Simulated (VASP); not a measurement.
## HfO2: single point with PBE

Crystal: HfO2.

```xyz
3
Lattice="0.0000 2.4936 2.4936 2.4936 0.0000 2.4936 2.4936 2.4936 0.0000" Properties=species:S:1:pos:R:3 pbc="T T T"
Hf    0.0000    0.0000    0.0000
O     1.2468    1.2468    1.2468
O     3.7403    3.7403    3.7403
```

This cell differs from its parent crystal: strain -0.025 along x and y, -0.025 along z.

```
Program             : VASP 6.6.1
Task                : single point
Functional          : PBE
Potentials or basis : VASP PAW PBE potentials, release 64 (Hf_pv, O)
Cutoff              : 520 eV
k mesh              : 8 × 8 × 8
Occupations         : gaussian, width 0.05 eV
Spin                : no spin polarisation
```

| Item | Value |
| --- | --- |
| Pressure | 14.3 GPa |
| Band gap on the k mesh | 3.94 eV, direct |

Levels at points of the mesh, in eV from the valence-band top:
| k point | band 9 | band 10 | band 11 | band 12 | band 13 | band 14 |
| --- | --- | --- | --- | --- | --- | --- |
| (0.00, 0.00, 0.00) | -0.63 | -0.63 | -0.63 | 4.00 | 4.00 | 6.24 |
| (0.50, 0.00, 0.00) | -2.84 | -1.89 | -1.89 | 4.79 | 4.79 | 7.46 |
| (0.50, 0.50, 0.00) | -1.61 | -1.61 | 0.00 | 3.94 | 5.77 | 7.10 |

Run time: 26 s on 1 thread of Intel Xeon 6975P-C (shared host), peak memory 0.16 GiB.

Caveat: the cell differs from its parent crystal (strain -0.025 along x and y, -0.025 along z); spin-orbit coupling is left out, which moves the levels of the heavy elements. A k mesh can miss the band edges.
